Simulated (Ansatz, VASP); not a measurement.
One calculation of SiNi2, two programs

File INCAR:

```
SYSTEM = SiNi2
PREC = Accurate
ENCUT = 520
EDIFF = 1E-6
ISMEAR = -1
SIGMA = 0.05
LREAL = .FALSE.
LASPH = .TRUE.
NELM = 150
ALGO = Normal
ISIF = 2
LWAVE = .FALSE.
LCHARG = .FALSE.
ISPIN = 2
MAGMOM = 1 1 1 1 1 1 1 1 0 0 0 0
LORBIT = 11
LMAXMIX = 4
LDAU = .TRUE.
LDAUTYPE = 2
LDAUL = 2 -1
LDAUU = 5 0
LDAUJ = 0 0
LDAUPRINT = 1
GGA = PE
NBANDS = 64
```

KPOINTS

```
Automatic mesh
0
G
  4 6 3
  0 0 0
```

Contents of POSCAR:

```
SiNi2
1.0
    4.9900000000      0.0000000000      0.0000000000
    0.0000000000      3.7200000000      0.0000000000
    0.0000000000      0.0000000000      7.0300000000
Ni Si
8 4
Direct
    0.3250000000      0.7500000000      0.9370000000
    0.6750000000      0.2500000000      0.0630000000
    0.1750000000      0.2500000000      0.4370000000
    0.8250000000      0.7500000000      0.5630000000
    0.4580000000      0.7500000000      0.2970000000
    0.5420000000      0.2500000000      0.7030000000
    0.0420000000      0.2500000000      0.7970000000
    0.9580000000      0.7500000000      0.2030000000
    0.7860000000      0.7500000000      0.8860000000
    0.2140000000      0.2500000000      0.1140000000
    0.7140000000      0.2500000000      0.3860000000
    0.2860000000      0.7500000000      0.6140000000
```

input.yaml

```yaml
crystal:
  lattice:
    - [4.99, 0.0, 0.0]
    - [0.0, 3.72, 0.0]
    - [0.0, 0.0, 7.03]
  atoms:
    - { symbol: Ni, position: [0.325, 0.75, 0.937], spin: 1.0 }
    - { symbol: Ni, position: [0.675, 0.25, 0.063], spin: 1.0 }
    - { symbol: Ni, position: [0.175, 0.25, 0.437], spin: 1.0 }
    - { symbol: Ni, position: [0.825, 0.75, 0.563], spin: 1.0 }
    - { symbol: Ni, position: [0.458, 0.75, 0.297], spin: 1.0 }
    - { symbol: Ni, position: [0.542, 0.25, 0.703], spin: 1.0 }
    - { symbol: Ni, position: [0.042, 0.25, 0.797], spin: 1.0 }
    - { symbol: Ni, position: [0.958, 0.75, 0.203], spin: 1.0 }
    - { symbol: Si, position: [0.786, 0.75, 0.886] }
    - { symbol: Si, position: [0.214, 0.25, 0.114] }
    - { symbol: Si, position: [0.714, 0.25, 0.386] }
    - { symbol: Si, position: [0.286, 0.75, 0.614] }
hamiltonian:
  xc: pbe
  pseudopotentials: { kind: paw }
  hubbard: { sites: [{ species: Ni, l: d, u_eff: 5.0 }] }
magnetization:
  spin_polarized: true
kpoints:
  mp_grid: { grid: [4, 6, 3] }
scf:
  occupations: { method: fermi_dirac, width: 0.05 }
output:
  forces: true
  stress: true
  eigenvalues: true
```

Alike in both runs: task single point; functional PBE; k mesh 4 × 6 × 3; occupations fermi-dirac, width 0.05 eV; collinear spin; Hubbard terms Ni d U = 5.0 eV.

```csv
,VASP,Ansatz
version,VASP 6.6.1,Ansatz 0.2.0
potentials or method,"VASP PAW PBE potentials, release 64 (Ni, Si)",Ansatz PAW
plane-wave cutoff (eV),520,420
valence electrons in the cell,96,160
```

|  | VASP | Ansatz | Ansatz less VASP |
| --- | --- | --- | --- |
| gap on the k mesh at the Fermi level (eV) | none | none | - |
| pressure (GPa) | -8.5 | 1.5 | +9.93 |
| traceless stress, the component that is largest in VASP (GPa) | 0.77 | 0.96 | +0.187 |
| rms of the force components (eV/Å) | 0.102 | 0.125 | +0.0232 |
| net moment per atom (μB) | 0.00 | 0.00 | 0.000 |

The programs project onto different local orbitals, so the same U acts differently, and such runs can settle in different states. Atom by atom the forces differ by 0.039 eV/Å (rms over components). A gap of «none» marks a metal or a gap that the smearing closes. VASP's potentials hold 96 valence electrons a cell and Ansatz's 160, so a difference there can come from the potentials and not from the codes.

Noted on Ansatz's run: the magnetic or orbital state may not be the lowest.
